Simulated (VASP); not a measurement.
Wanted: the native input for a VASP 6.6.1 run.

```yaml
Task: single point
Functional: PBEsol
Potentials_or_basis: VASP PAW PBE potentials, release 64 (K_sv, F)
Cutoff: 600 eV
k_mesh: 6 × 6 × 6
Occupations: gaussian, width 0.1 eV
Spin: no spin polarisation
Dipole_correction: no
Further_INCAR_settings: ALGO = Normal; EDIFF = 1e-06; NBANDS = 15
```

The structure of KF lies in POSCAR:

```
KF
1.0
    3.2589550000      0.0000000000      0.0000000000
    0.0000000000      3.2589550000      0.0000000000
    0.0000000000      0.0000000000      3.2589550000
K F
1 1
Direct
    0.0000000000      0.0000000000      0.0000000000
    0.5000000000      0.5000000000      0.5000000000
```

One way to write it, as run:

INCAR

```
SYSTEM = KF
  ALGO = Normal
  EDIFF = 1E-6
  ENCUT = 600
  GGA = PS
  GGA_COMPAT = .FALSE.
  ISIF = 2
  ISMEAR = 0
  LASPH = .TRUE.
  LCHARG = .TRUE.
  LELF = .TRUE.
  LREAL = .FALSE.
  LVHAR = .TRUE.
  LWAVE = .FALSE.
  NBANDS = 15
  NELM = 120
  PREC = Accurate
  SIGMA = 0.1
```

KPOINTS

```
k-points
0
G
  6 6 6
  0 0 0
```

Potentials or basis: VASP PAW PBE potentials, release 64 (K_sv, F).

The run is started by

```console
$ cat potpaw_PBE.64/K_sv/POTCAR potpaw_PBE.64/F/POTCAR > POTCAR
$ mpirun -np 1 vasp_std > vasp.out
```

It gave:

* Pressure: -2.5 GPa
* Band gap on the k mesh: 6.10 eV (least direct gap 6.15 eV)

Caveat: the PAW data sets were made with another functional, which shifts forces and pressure a little.

Wall time 25 s on 1 thread of Intel Xeon 8259CL, with other jobs on the host, peak memory 0.16 GiB.
